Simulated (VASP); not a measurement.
# Sr (R-3m) in VASP: single point with PBE

Aim: the single point of Sr with PBE.

All numbers are computed with VASP 6.6.1; they aren't measurements. Logs are shortened: lines on timing, memory, paths and dates and some standing lists are left out, and cuts for length are marked.

## (1) The cell of the first run

The structure is trigonal, space group R-3m (No. 166). The conventional cell has a = 6.573 Å, b = 6.573 Å, c = 4.781 Å, α = 90.00°, β = 90.00°, γ = 120.00°. Within 5.4 Å of Sr (site symmetry -3m) lie 14 Sr at 4.12 to 4.96 Å.

## (2) Single point, PBE (strained)

The input, INCAR:

```
SYSTEM = Sr
ALGO = Fast
EDIFF = 1E-7
ENCUT = 520
GGA = PE
ISIF = 2
ISMEAR = 0
LASPH = .True.
LCHARG = .False.
LREAL = .False.
LWAVE = .False.
NBANDS = 11
NELM = 100
PREC = Accurate
SIGMA = 0.1
```

The input, KPOINTS:

```
k-points
0
Gamma
  12 12 12
  0 0 0
```

The input, POSCAR:

```
Sr
1.0
   -2.7604260000      2.7604260000      2.7604260000
    2.4694260000     -2.4694260000      2.1784260000
    2.4694260000      2.1784260000     -2.4694260000
Sr
1
Direct
    0.0000000000      0.0000000000      0.0000000000
```

Potentials or basis: VASP PAW PBE potentials, release 64 (Sr_sv).

Started as:

```sh
cat potpaw_PBE.64/Sr_sv/POTCAR > POTCAR
mpirun -np 1 vasp_std > vasp.out
```

OUTCAR:

```text
SYSTEM = Sr
   EDIFF = 1E-7
   ENCUT = 520
   GGA = PE
   ISIF = 2
   ISMEAR = 0
   LASPH = .True.
   LREAL = .False.
   NELM = 100
   PREC = Accurate

 ion  position               nearest neighbor table
   1  0.000  0.000  0.000-

  LATTYP: Found a trigonal (rhomboedric) cell.
 ALAT       =     4.1160259203
 COS(alpha) =    -0.2751121353

  Lattice vectors:

 A1 = (  -2.4694260000,   2.4694260000,  -2.1784260000)
 A2 = (  -2.4694260000,  -2.1784260000,   2.4694260000)
 A3 = (   2.1784260000,   2.4694260000,   2.4694260000)

Analysis of symmetry for initial positions (statically):
=====================================================================
 Subroutine PRICEL returns:
 Original cell was already a primitive cell.

 Routine SETGRP: Setting up the symmetry group for a
 trigonal (rhombohedral) supercell.

 Subroutine GETGRP returns: Found 12 space group operations
 (whereof 12 operations were pure point group operations)
 out of a pool of 12 trial point group operations.

The static configuration has the point symmetry D_3d.

Analysis of symmetry for dynamics (positions and initial velocities):
=====================================================================
 Subroutine PRICEL returns:
 Original cell was already a primitive cell.

 Routine SETGRP: Setting up the symmetry group for a
 trigonal (rhombohedral) supercell.

 Subroutine GETGRP returns: Found 12 space group operations
 (whereof 12 operations were pure point group operations)
 out of a pool of 12 trial point group operations.

The dynamic configuration has the point symmetry D_3d.

 Subroutine INISYM returns: Found 12 space group operations
 (whereof 12 operations are pure point group operations),
 and found     1 'primitive' translations

----------------------------------------------------------------------------------------

                                     Primitive cell

  volume of cell :      59.6322

  direct lattice vectors                    reciprocal lattice vectors
    -2.760426000  2.760426000  2.760426000     0.022681125  0.192472025  0.192472025
     2.469426000 -2.469426000  2.178426000     0.215153150  0.000000000  0.215153150
     2.469426000  2.178426000 -2.469426000     0.215153150  0.215153150  0.000000000

  length of vectors
     4.781198083  4.116025920  4.116025920     0.273139881  0.304272503  0.304272503

  position of ions in fractional coordinates (direct lattice)
     0.000000000  0.000000000  0.000000000

  ion indices of the primitive-cell ions
   primitive index   ion index
                 1           1

----------------------------------------------------------------------------------------

 KPOINTS: k-points

Automatic generation of k-mesh.
 Grid dimensions read from file:
 generate k-points for:   12   12   12

 Generating k-lattice:

  Cartesian coordinates                     Fractional coordinates (reciprocal lattice)
     0.001890094  0.016039335  0.016039335     0.083333333  0.000000000  0.000000000
     0.017929429  0.000000000  0.017929429     0.000000000  0.083333333  0.000000000
     0.017929429  0.017929429  0.000000000     0.000000000  0.000000000  0.083333333

  Length of vectors
     0.022761657  0.025356042  0.025356042

  Shift w.r.t. Gamma in fractional coordinates (k-lattice)
     0.000000000  0.000000000  0.000000000

 Subroutine IBZKPT returns following result:
 ===========================================

 Found    189 irreducible k-points:

 Following reciprocal coordinates:
            Coordinates               Weight
  0.000000  0.000000  0.000000      1.000000
  0.083333  0.000000  0.000000      6.000000
  0.166667  0.000000  0.000000      6.000000
  0.250000  0.000000  0.000000      6.000000
  0.333333  0.000000  0.000000      6.000000
  0.416667  0.000000  0.000000      6.000000
[... 16 lines left out ...]
  0.333333  0.166667 -0.000000     12.000000
  0.416667  0.166667  0.000000     12.000000
 [... further k-points ...]
   k-points           NKPTS =    189   k-points in BZ     NKDIM =    189   number of bands    NBANDS=     11
   number of dos      NEDOS =    301   number of ions     NIONS =      1
   total plane-waves  NPLWV =  36864
   dimension x,y,z NGX =    36 NGY =   32 NGZ =   32
   dimension x,y,z NGXF=    72 NGYF=   64 NGZF=   64
   ions per type =               1
   NGX,Y,Z   is equivalent  to a cutoff of  12.52, 12.92, 12.92 a.u.
   NGXF,Y,Z  is equivalent  to a cutoff of  25.03, 25.85, 25.85 a.u.
 SYSTEM =  Sr
   PREC   = accura    normal or accurate (medium, high low for compatibility)
   ISTART =      0    job   : 0-new  1-cont  2-samecut
   ICHARG =      2    charge: 1-file 2-atom 10-const
   ISPIN  =      1    spin polarized calculation?
   LNONCOLLINEAR =      F non collinear calculations
   LSORBIT =      F    spin-orbit coupling
   LASPH  =      T    aspherical Exc in radial PAW
   ENCUT  =  520.0 eV  38.22 Ry    6.18 a.u.   8.89  7.65  7.65*2*pi/ulx,y,z
   NELM   =    100;   NELMIN=  2; NELMDL= -5     # of ELM steps
   EDIFF  = 0.1E-06   stopping-criterion for ELM
   LREAL  =      F    real-space projection
   EDIFFG = 0.1E-05   stopping-criterion for IOM
   NSW    =      0    number of steps for IOM
   IBRION =     -1    ionic relax: 0-MD 1-quasi-New 2-CG
   NFREE  =      0    steps in history (QN), initial steepest desc. (CG)
   ISIF   =      2    stress and relaxation
   ISYM   =      2    0-nonsym 1-usesym 2-fastsym
   POTIM  = 0.5000    time-step for ionic-motion
   TEBEG  =    0.0;   TEEND  =   0.0 temperature during run
   PSTRESS=    0.0 pullay stress
   NELECT =      10.0000    total number of electrons
   NUPDOWN=      -1.0000    fix difference up-down
   EMIN   =  10.00;   EMAX   =-10.00  energy-range for DOS
   EFERMI =   0.00;   METHOD = LEGACY
   ISMEAR =     0;   SIGMA  =   0.10  broadening in eV -4-tet -1-fermi 0-gaus
   EFERMI_NEDOS =   21; number of points for ismear=-14 and -15
   IALGO  =     68    algorithm
   IMIX   =      4    mixing-type and parameters
     AMIX     =   0.40;   BMIX     =  1.00
     AMIX_MAG =   1.60;   BMIX_MAG =  1.00
  volume/ion in A,a.u.               =      59.63       402.42
  Fermi-wavevector in a.u.,A,eV,Ry     =   0.902779  1.706004 11.088874  0.815009
  Thomas-Fermi vector in A             =   2.026024
   LORBIT       =      0    0 simple, 1 ext, 2 COOP (PROOUT), +10 PAW based schemes
   GGA     = PE    functional components
   LHFCALC =     F    Hartree Fock is set to
   AEXX    =    0.0000 exact exchange contribution
   IVDW    =     0    specifies the selected vdW correction
   LEPSILON=     F    determine dielectric tensor
   LRPA    =     F    only Hartree local field effects (RPA)
 non-spin polarized calculation
 RMM-DIIS sequential band-by-band and
 Gauss-broadening in eV      SIGMA  =   0.10
  energy-cutoff  :      520.00
  volume of cell :       59.63
 maximum number of plane-waves:      1629
   NGX = 17   NGY = 15   NGZ = 15

 number of electron      10.0000000 magnetization

 Free energy of the ion-electron system (eV)
  ---------------------------------------------------
  ext. energy  EPLUGINS =         0.00000000
  ---------------------------------------------------
  free energy    TOTEN  =        -1.55239064 eV

  energy without entropy =       -1.54411820  energy(sigma->0) =       -1.54825442

 E-fermi :   1.2676     XC(G=0):  -7.1077

 val. band max:        1.2621179247   @ k =   0.2500   0.2500   0.1667
 cond. band min:       1.2689613826   @ k =   0.5000   0.5000   0.4167
 fundamental gap:      0.0068434579
 Fermi energy:         1.2675962870

 k-point     1 :       0.0000    0.0000    0.0000
  band No.  band energies     occupation
      1     -35.5192      2.00000
      2     -17.4130      2.00000
      3     -17.4071      2.00000
      4     -17.4071      2.00000
      5      -2.1954      2.00000
      6       3.0274      0.00000
      7       3.0274      0.00000
      8       4.3094      0.00000
      9       5.0506      0.00000
     10       5.0506      0.00000
     11       8.5545      0.00000

 k-point     2 :       0.0833    0.0000    0.0000
  band No.  band energies     occupation
      1     -35.5186      2.00000
      2     -17.4206      2.00000
      3     -17.4113      2.00000
      4     -17.4070      2.00000
      5      -2.0971      2.00000
      6       2.9911      0.00000
      7       2.9931      0.00000
      8       4.3117      0.00000
      9       4.9923      0.00000
     10       5.0230      0.00000
     11       8.6883      0.00000

 k-point     3 :       0.1667    0.0000    0.0000
  band No.  band energies     occupation
      1     -35.5169      2.00000
      2     -17.4499      2.00000
      3     -17.4140      2.00000
      4     -17.4067      2.00000
      5      -1.8101      2.00000
      6       2.8112      0.00000
      7       2.8878      0.00000
      8       4.3996      0.00000
      9       4.9512      0.00000
     10       4.9888      0.00000
     11       8.8079      0.00000

 k-point     4 :       0.2500    0.0000    0.0000
  band No.  band energies     occupation
      1     -35.5146      2.00000
      2     -17.4902      2.00000
      3     -17.4170      2.00000
      4     -17.4063      2.00000
      5      -1.3594      2.00000
      6       2.4348      0.00000
      7       2.7407      0.00000
      8       4.6918      0.00000
      9       5.0042      0.00000
     10       5.0231      0.00000
     11       7.8671      0.00000

 k-point     5 :       0.3333    0.0000    0.0000
  band No.  band energies     occupation
      1     -35.5123      2.00000
      2     -17.5301      2.00000
      3     -17.4199      2.00000
      4     -17.4059      2.00000
      5      -0.7911      2.00000
      6       1.9637      0.00000
      7       2.5920      0.00000
      8       4.9596      0.00000
      9       5.1461      0.00000
     10       5.2296      0.00000
     11       7.0591      0.00000
[... 211 lines left out ...]
 k-point    21 :       0.1667    0.1667    0.0000
  band No.  band energies     occupation
      1     -35.5110      2.00000
      2     -17.5245      2.00000
      3     -17.4361      2.00000
      4     -17.4081      2.00000
      5      -0.9186      2.00000
      6       2.3902      0.00000
      7       2.7825      0.00000
      8       4.4615      0.00000
      9       4.7098      0.00000
     10       5.0009      0.00000
     11       7.7748      0.00000

 k-point    22 :       0.2500    0.1667   -0.0000
  band No.  band energies     occupation
      1     -35.5092      2.00000
      2     -17.5532      2.00000
      3     -17.4394      2.00000
      4     -17.4096      2.00000
      5      -0.3374      2.00000
      6       1.8611      0.00000
      7       2.5826      0.00000
      8       4.7205      0.00000
      9       5.0496      0.00000
     10       5.1495      0.00000
     11       7.1416      0.00000

 k-point    23 :       0.3333    0.1667   -0.0000
  band No.  band energies     occupation
      1     -35.5083      2.00000
      2     -17.5651      2.00000
      3     -17.4443      2.00000
      4     -17.4112      2.00000
      5       0.2676      2.00000
      6       1.3738      0.13326
      7       2.4291      0.00000
      8       4.7066      0.00000
      9       5.1754      0.00000
     10       5.4698      0.00000
     11       6.9095      0.00000

 k-point    24 :       0.4167    0.1667    0.0000
  band No.  band energies     occupation
      1     -35.5086      2.00000
      2     -17.5572      2.00000
      3     -17.4496      2.00000
      4     -17.4126      2.00000
      5       0.4646      2.00000
      6       1.2447      1.25443
      7       2.3399      0.00000
      8       4.6346      0.00000
      9       5.3670      0.00000
     10       5.5166      0.00000
     11       6.6878      0.00000

 [... further k-points ...]
[... 5 lines left out ...]
  --------------------------------------------------------------------------------------
  -------------------------------------------------------------------------------------
  Total       -0.2706707     -0.2706707     -0.2706707      0.3376504     -0.3376504      0.3376504
  in kB       -7.2722878     -7.2722878     -7.2722878      9.0718760     -9.0718760      9.0718760
  external PRESSURE =      -7.2722878 kB  Pullay stress =       0.0000000 kB

 VOLUME and BASIS-vectors are now :
 -----------------------------------------------------------------------------
  energy-cutoff  :      520.00
  volume of cell :       59.63
      direct lattice vectors                 reciprocal lattice vectors
    -2.760426000  2.760426000  2.760426000     0.022681125  0.192472025  0.192472025
     2.469426000 -2.469426000  2.178426000     0.215153150  0.000000000  0.215153150
     2.469426000  2.178426000 -2.469426000     0.215153150  0.215153150  0.000000000

 POSITION                                       TOTAL-FORCE (eV/Angst)
 -----------------------------------------------------------------------------------
      0.00000      0.00000      0.00000        -0.000000      0.000000     -0.000000
 -----------------------------------------------------------------------------------
    total drift:                               -0.000000      0.000000      0.000000

  FREE ENERGIE OF THE ION-ELECTRON SYSTEM (eV)
  ---------------------------------------------------
  free  energy   TOTEN  =        -1.5523906359 eV

  energy  without entropy=       -1.5441182020  energy(sigma->0) =       -1.54825442
```

Wall time 2.9 min (1 thread of Intel Xeon 8259CL, shared host); peak memory 0.27 GiB.

What came out:

- Free energy: -1.5524 eV
- Pressure: -0.7 GPa
- Band gap on the k mesh: zero (bands 5 and 6 overlap by 0.58 eV)

Stress tensor (GPa, compression positive):
```
-0.73  0.91  0.91
 0.91 -0.73 -0.91
 0.91 -0.91 -0.73
```

Levels at points of the mesh, in eV from the Fermi level:
```
           k point  band 3  band 4  band 5  band 6  band 7  band 8
(0.00, 0.00, 0.00)  -18.67  -18.67   -3.46    1.76    1.76    3.04
(0.50, 0.00, 0.00)  -18.69  -18.67   -1.12   -0.08    1.18    3.58
(0.00, 0.50, 0.00)  -18.76  -18.67   -0.69    0.54    1.10    3.26
(0.50, 0.50, 0.50)  -18.83  -18.74    0.02    0.02    3.44    3.44
```

Caveat: the cell differs from its parent crystal (strained).
